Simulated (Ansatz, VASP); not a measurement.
Ca3SbP in VASP and in Ansatz

```
Ca Sb P
1.0
     5.16392    0.00000    0.00000
     0.00000    5.16392    0.00000
     0.00000    0.00000    5.16392
Ca Sb P
3 1 1
Direct
  0.00000 0.50000 0.50000
  0.50000 0.00000 0.50000
  0.50000 0.50000 0.00000
  0.00000 0.00000 0.00000
  0.50000 0.50000 0.50000
```

Change from the starting cell: mode 1 frozen in at +0.000 Å, equal normal strain along x, y and z -0.0167.

Alike in both runs: task single point; functional LDA; k mesh 6 × 6 × 6; occupations gaussian, width 0.05 eV; no spin polarisation.

|  | VASP | Ansatz |
| --- | --- | --- |
| version | VASP 6.6.1 | Ansatz 0.2.0 |
| potentials or method | VASP PAW LDA potentials, release 64 (Ca_sv, Sb, P), cutoff 520 eV | scalar-relativistic, plane waves, PAW |
| valence electrons in the cell | 40 | 50 |

VASP gave:

```
gap on the k mesh at the Fermi level (eV) : 0.40
least direct gap on the mesh (eV)         : 0.40
pressure (GPa)                            : 2.7
```

**Question.** Estimate Ansatz's values.

**Answer.** gap on the k mesh at the Fermi level (eV): 0.41; least direct gap on the mesh (eV): 0.41; pressure (GPa): 2.5.

LDA's correlation is that of Perdew and Zunger in VASP and of Perdew and Wang (1992) in Ansatz. VASP's potentials hold 40 valence electrons a cell and Ansatz's 50, so a difference there can come from the potentials and not from the codes.

Spin-orbit coupling is off throughout.
